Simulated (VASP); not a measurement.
# TiGeRu4 (P4/mmm) in VASP: relaxation of cell and atoms with PBE

Aim: the relaxation of cell and atoms of TiGeRu4 with PBE.

Program: VASP 6.6.1. These are calculated values, not measurements. Logs are shortened: lines on timing, memory, paths and dates and some standing lists are left out, and cuts for length are marked.

## (1) The cell of the first run

It takes space group P4/mmm (No. 123, tetragonal). Conventional cell: a = 3.014 Å, b = 3.014 Å, c = 9.423 Å, α = 90.00°, β = 90.00°, γ = 90.00°. Within 3.4 Å of Ti (site symmetry 4/mmm) lie 10 Ru at 2.61 to 3.27 Å and 4 Ti at 3.01 Å. Ge (site symmetry 4/mmm) has 10 Ru at 2.57 to 3.21 Å and 4 Ge at 3.01 Å within 3.4 Å. Ru (site symmetry 4mm) has 4 Ti at 2.61 Å and 9 Ru at 2.77 to 3.01 Å and 1 Ge at 3.21 Å within 3.4 Å. Ru (site symmetry 4mm) has 4 Ge at 2.57 Å and 9 Ru at 2.77 to 3.01 Å and 1 Ti at 3.27 Å within 3.4 Å.

## (2) Relaxation of cell and atoms, PBE

The input, INCAR:

```
PREC = Accurate
ENCUT = 600
EDIFF = 1E-6
ISMEAR = 0
SIGMA = 0.1
LREAL = False
LASPH = True
NELM = 60
ALGO = Fast
ISIF = 3
LWAVE = False
LCHARG = False
GGA = PE
IBRION = 2
NSW = 100
EDIFFG = -0.01
```

The input, KPOINTS:

```
regular mesh
0
Gamma
  10 10 4
```

The input, POSCAR:

```
TiGeRu4
1.0
    3.0138129270      0.0000000000      0.0000000000
    0.0000000000      3.0138129270      0.0000000000
    0.0000000000      0.0000000000      9.4226872200
Ti Ge Ru
1 1 4
Direct
    0.0000000000      0.0000000000      0.0000000000
    0.5000000000      0.5000000000      0.5000000000
    0.5000000000      0.5000000000      0.1590097080
    0.0000000000      0.0000000000      0.3469822823
    0.5000000000      0.5000000000      0.8409902920
    0.0000000000      0.0000000000      0.6530177177
```

Potentials or basis: VASP PAW PBE potentials, release 64 (Ti_sv, Ge_d, Ru_pv).

Started as:

```sh
> cat potpaw_PBE.64/Ti_sv/POTCAR potpaw_PBE.64/Ge_d/POTCAR potpaw_PBE.64/Ru_pv/POTCAR > POTCAR
> mpirun -np 1 vasp_std > vasp.out
```

OUTCAR:

```text
PREC = Accurate
   ENCUT = 600
   EDIFF = 1E-6
   ISMEAR = 0
   LREAL = False
   LASPH = True
   NELM = 60
   ISIF = 3
   GGA = PE
   IBRION = 2
   NSW = 100
   EDIFFG = -0.01

 ion  position               nearest neighbor table
   1  0.000  0.000  0.000-   3 2.61   5 2.61   3 2.61   5 2.61   3 2.61   5 2.61   3 2.61   5 2.61

   2  0.500  0.500  0.500-   4 2.57   6 2.57   4 2.57   6 2.57   4 2.57   6 2.57   4 2.57   6 2.57

   3  0.500  0.500  0.159-   1 2.61   1 2.61   1 2.61   1 2.61   4 2.77   4 2.77   4 2.77   4 2.77
                             5 3.00
   4  0.000  0.000  0.347-   2 2.57   2 2.57   2 2.57   2 2.57   3 2.77   3 2.77   3 2.77   3 2.77
                             6 2.88
   5  0.500  0.500  0.841-   1 2.61   1 2.61   1 2.61   1 2.61   6 2.77   6 2.77   6 2.77   6 2.77
                             3 3.00
   6  0.000  0.000  0.653-   2 2.57   2 2.57   2 2.57   2 2.57   5 2.77   5 2.77   5 2.77   5 2.77
                             4 2.88

  LATTYP: Found a simple tetragonal cell.
 ALAT       =     3.0138129270
 C/A-ratio  =     3.1265003662

  Lattice vectors:

 A1 = (   3.0138129270,   0.0000000000,   0.0000000000)
 A2 = (   0.0000000000,   3.0138129270,   0.0000000000)
 A3 = (   0.0000000000,   0.0000000000,   9.4226872200)

Analysis of symmetry for initial positions (statically):
=====================================================================
 Subroutine PRICEL returns:
 Original cell was already a primitive cell.

 Routine SETGRP: Setting up the symmetry group for a
 simple tetragonal supercell.

 Subroutine GETGRP returns: Found 16 space group operations
 (whereof 16 operations were pure point group operations)
 out of a pool of 16 trial point group operations.

The static configuration has the point symmetry D_4h.

Analysis of symmetry for dynamics (positions and initial velocities):
=====================================================================
 Subroutine PRICEL returns:
 Original cell was already a primitive cell.

 Routine SETGRP: Setting up the symmetry group for a
 simple tetragonal supercell.

 Subroutine GETGRP returns: Found 16 space group operations
 (whereof 16 operations were pure point group operations)
 out of a pool of 16 trial point group operations.

The dynamic configuration has the point symmetry D_4h.

 Subroutine INISYM returns: Found 16 space group operations
 (whereof 16 operations are pure point group operations),
 and found     1 'primitive' translations

[... 113 lines left out ...]
   NELECT =      82.0000    total number of electrons
   NUPDOWN=      -1.0000    fix difference up-down
   EMIN   =  10.00;   EMAX   =-10.00  energy-range for DOS
   EFERMI =   0.00;   METHOD = LEGACY
   ISMEAR =     0;   SIGMA  =   0.10  broadening in eV -4-tet -1-fermi 0-gaus
   EFERMI_NEDOS =   21; number of points for ismear=-14 and -15
   IALGO  =     68    algorithm
   IMIX   =      4    mixing-type and parameters
     AMIX     =   0.40;   BMIX     =  1.00
     AMIX_MAG =   1.60;   BMIX_MAG =  1.00
  volume/ion in A,a.u.               =      14.26        96.26
  Fermi-wavevector in a.u.,A,eV,Ry     =   1.613901  3.049831 35.438792  2.604678
  Thomas-Fermi vector in A             =   2.708896
   LORBIT       =      0    0 simple, 1 ext, 2 COOP (PROOUT), +10 PAW based schemes
   GGA     = PE    functional components
   LHFCALC =     F    Hartree Fock is set to
   AEXX    =    0.0000 exact exchange contribution
   IVDW    =     0    specifies the selected vdW correction
   LEPSILON=     F    determine dielectric tensor
   LRPA    =     F    only Hartree local field effects (RPA)
 conjugate gradient relaxation of ions
 non-spin polarized calculation
 RMM-DIIS sequential band-by-band and
 Gauss-broadening in eV      SIGMA  =   0.10
  energy-cutoff  :      600.00
  volume of cell :       85.59
 maximum number of plane-waves:      2896
   NGX = 13   NGY = 13   NGZ = 37

--------------------------------------- Ionic step        1  -------------------------------------------

 number of electron      81.9999993 magnetization

 Free energy of the ion-electron system (eV)
  ---------------------------------------------------
  ext. energy  EPLUGINS =         0.00000000
  ---------------------------------------------------
  free energy    TOTEN  =       -49.92013371 eV

  energy without entropy =      -49.88037769  energy(sigma->0) =      -49.90025570

------------------------ aborting loop because EDIFF is reached ----------------------------------------

  FORCE on cell =-STRESS in cart. coord.  units (eV):
  Direction    XX          YY          ZZ          XY          YZ          ZX
  --------------------------------------------------------------------------------------
  -------------------------------------------------------------------------------------
  Total       -0.3386826     -0.3386826      0.5065861      0.0000000     -0.0000000      0.0000000
  in kB       -6.3400997     -6.3400997      9.4832339      0.0000000     -0.0000000      0.0000000
  external PRESSURE =      -1.0656552 kB  Pullay stress =       0.0000000 kB
[... 307 lines left out ...]
--------------------------------------- Ionic step        9  -------------------------------------------

 number of electron      81.9999977 magnetization

 Free energy of the ion-electron system (eV)
  ---------------------------------------------------
  ext. energy  EPLUGINS =         0.00000000
  ---------------------------------------------------
  free energy    TOTEN  =       -49.92683461 eV

  energy without entropy =      -49.88784331  energy(sigma->0) =      -49.90733896

 E-fermi :  11.3705     XC(G=0): -13.4000

 val. band max:       11.3691936952   @ k =   0.4000   0.3000   0.2500
 cond. band min:      11.3713425318   @ k =   0.3000   0.3000   0.2500
 fundamental gap:      0.0021488366
 Fermi energy:        11.3705457299

 k-point     1 :       0.0000    0.0000    0.0000
  band No.  band energies     occupation
      1     -45.5302      2.00000
      2     -31.5845      2.00000
      3     -31.4538      2.00000
      4     -31.3084      2.00000
      5     -31.3084      2.00000
      6     -31.2946      2.00000
[... 1237 lines left out ...]
     48      13.9174      0.00000
     49      14.3225      0.00000

 [... further k-points ...]

------------------------ aborting loop because EDIFF is reached ----------------------------------------

  FORCE on cell =-STRESS in cart. coord.  units (eV):
  Direction    XX          YY          ZZ          XY          YZ          ZX
  --------------------------------------------------------------------------------------
  -------------------------------------------------------------------------------------
  Total       -0.0386777     -0.0386777      0.0144482      0.0000000     -0.0000000      0.0000000
  in kB       -0.7241268     -0.7241268      0.2704995      0.0000000     -0.0000000      0.0000000
  external PRESSURE =      -0.3925847 kB  Pullay stress =       0.0000000 kB
[... 21 lines left out ...]
  FREE ENERGIE OF THE ION-ELECTRON SYSTEM (eV)
  ---------------------------------------------------
  free  energy   TOTEN  =       -49.9268346144 eV

  energy  without entropy=      -49.8878433124  energy(sigma->0) =      -49.90733896

 reached required accuracy - stopping structural energy minimisation
```

OSZICAR:

```text
N       E                     dE             d eps       ncg     rms          rms(c)
DAV:   1     0.116716522917E+04    0.11672E+04   -0.48234E+04  7938   0.341E+03
DAV:   2     0.705524716970E+02   -0.10966E+04   -0.10689E+04  6267   0.862E+02
DAV:   3    -0.435379066281E+02   -0.11409E+03   -0.10665E+03  7325   0.205E+02
[... 133 lines left out ...]
RMM:   9    -0.499268296663E+02   -0.71495E-06   -0.88200E-06  5567   0.105E-02
   8 F= -.49926830E+02 E0= -.49907336E+02  d E =-.206291E-03
       N       E                     dE             d eps       ncg     rms          rms(c)
DAV:   1    -0.499268360811E+02   -0.71298E-05   -0.18308E-04  7405   0.109E-01    0.121E-02
RMM:   2    -0.499268342759E+02    0.18052E-05   -0.11962E-05  7016   0.247E-02    0.597E-03
RMM:   3    -0.499268346144E+02   -0.33846E-06   -0.51188E-06  5921   0.135E-02
   9 F= -.49926835E+02 E0= -.49907339E+02  d E =-.211239E-03
```

CONTCAR:

```text
TiGeRu4
   1.00000000000000
     3.0039199331978708   -0.0000000000000000    0.0000000000000000
     0.0000000000000000    3.0039199331978708   -0.0000000000000000
    -0.0000000000000000   -0.0000000000000000    9.4837490082613929
  Ti              Ge              Ru
     1     1     4
Direct
     0.0000000000000000    0.0000000000000000    0.0000000000000000
     0.5000000000000000    0.5000000000000000    0.5000000000000000
     0.5000000000000000    0.5000000000000000    0.1579069520707423
     1.0000000000000000    0.0000000000000000    0.3479379742913752
     0.5000000000000000    0.5000000000000000    0.8420930479292577
     0.0000000000000000    0.0000000000000000    0.6520620257086249

  0.00000000E+00  0.00000000E+00  0.00000000E+00
  0.00000000E+00  0.00000000E+00  0.00000000E+00
  0.00000000E+00  0.00000000E+00  0.00000000E+00
  0.00000000E+00  0.00000000E+00  0.00000000E+00
  0.00000000E+00  0.00000000E+00  0.00000000E+00
  0.00000000E+00  0.00000000E+00  0.00000000E+00
```

It took 24 min on 1 thread of Intel Xeon 6975P-C (Granite Rapids), shared host; peak memory 0.42 GiB.

What came out:

- Free energy: -49.9268 eV
- Relaxed volume: 14.26 Å³/atom
- Relaxed cell: a = 3.004 Å, b = 3.004 Å, c = 9.484 Å, α = 90.00°, β = 90.00°, γ = 90.00°
- Space group after relaxing (to 0.1 Å): P4/mmm (No. 123)
- Energy gained by relaxing: 1.1 meV/atom
- Ionic steps: 9
- Pressure after relaxing: 0.0 GPa
- Largest force after relaxing: 0.008 eV/Å
- Band gap on the k mesh: zero (bands 41 and 42 overlap by 1.29 eV)

Forces in eV/Å, atoms in the order of the input:
```
Ti   0.000  0.000  0.000
Ge   0.000  0.000  0.000
Ru   0.000  0.000  0.008
Ru   0.000  0.000  0.002
Ru   0.000  0.000 -0.008
Ru   0.000  0.000 -0.002
```

Stress tensor (GPa, compression positive):
```
-0.07  0.00  0.00
 0.00 -0.07  0.00
 0.00  0.00  0.03
```

Step by step:
```csv
step,energy change (eV),largest force (eV/Å),pressure (GPa),volume (Å³)
1,0.0000,0.2168,-0.11,85.59
2,-0.0062,0.0037,0.26,85.47
3,-0.0063,0.0174,0.31,85.46
4,-0.0063,0.0239,0.32,85.46
5,-0.0062,0.0221,-0.63,85.81
6,-0.0065,0.0204,-0.15,85.63
7,-0.0065,0.0209,-0.09,85.61
8,-0.0067,0.0105,-0.02,85.58
9,-0.0067,0.0081,-0.04,85.58
```

Final structure:
```xyz
6
Lattice="3.0039 0.0000 0.0000 0.0000 3.0039 0.0000 0.0000 0.0000 9.4837" Properties=species:S:1:pos:R:3 pbc="T T T"
Ti    0.0000    0.0000    0.0000
Ge    1.5020    1.5020    4.7419
Ru    1.5020    1.5020    1.4976
Ru    3.0039    0.0000    3.2998
Ru    1.5020    1.5020    7.9862
Ru    0.0000    0.0000    6.1840
```
